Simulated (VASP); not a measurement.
Set up this calculation in VASP 6.6.1, as the native input.

| Item | Value |
| --- | --- |
| Task | single point |
| Functional | BLYP |
| Potentials or basis | VASP PAW PBE potentials, release 64 (Bi_d) |
| Cutoff | 520 eV |
| k mesh | 9 × 9 × 9 |
| Occupations | fermi-dirac, width 0.05 eV |
| Spin | no spin polarisation |
| Dipole correction | no |
| Further INCAR settings | ALGO = Fast; EDIFF = 1e-06; NBANDS = 14 |

The structure of Bi lies in POSCAR:

```
Bi
1.0
   -1.9814305318      1.9814305318      1.9814305318
    1.9814305318     -1.9814305318      1.9814305318
    1.9814305318      1.9814305318     -1.9814305318
Bi
1
Direct
    0.0000000000      0.0000000000      0.0000000000
```

The input as run:

INCAR

```
SYSTEM = Bi
PREC     = Accurate       ! precision mode
ENCUT    = 520            ! plane-wave cutoff, eV
EDIFF    = 1E-6           ! SCF threshold, eV
ISMEAR   = -1             ! smearing method
SIGMA    = 0.05           ! smearing width, eV
LREAL    = .FALSE.        ! projectors in reciprocal space
LASPH    = .TRUE.         ! aspherical terms in the spheres
NELM     = 80             ! most SCF steps
ALGO     = Fast           ! electronic algorithm
ISIF     = 2              ! what is computed and relaxed
LWAVE    = .FALSE.        ! write WAVECAR
LCHARG   = .FALSE.        ! write CHGCAR
GGA      = B5             ! functional
ALDAX    = 1.0          
AGGAX    = 1.0          
AGGAC    = 1.0          
ALDAC    = 0.0          
NBANDS   = 14             ! bands
```

KPOINTS

```
Automatic mesh
0
G
  9 9 9
  0 0 0
```

Potentials or basis: VASP PAW PBE potentials, release 64 (Bi_d).

The run is started by

```console
$ cat potpaw_PBE.64/Bi_d/POTCAR > POTCAR
$ mpirun -np 1 vasp_std > vasp.out
```

It gave:

```json
{
 "Pressure": "5.1 GPa"
}
```

Caveat: the PAW data sets were made with another functional, which shifts forces and pressure a little.

It took 27 s on 1 thread of Intel Xeon 8259CL (shared host), peak memory 0.15 GiB.
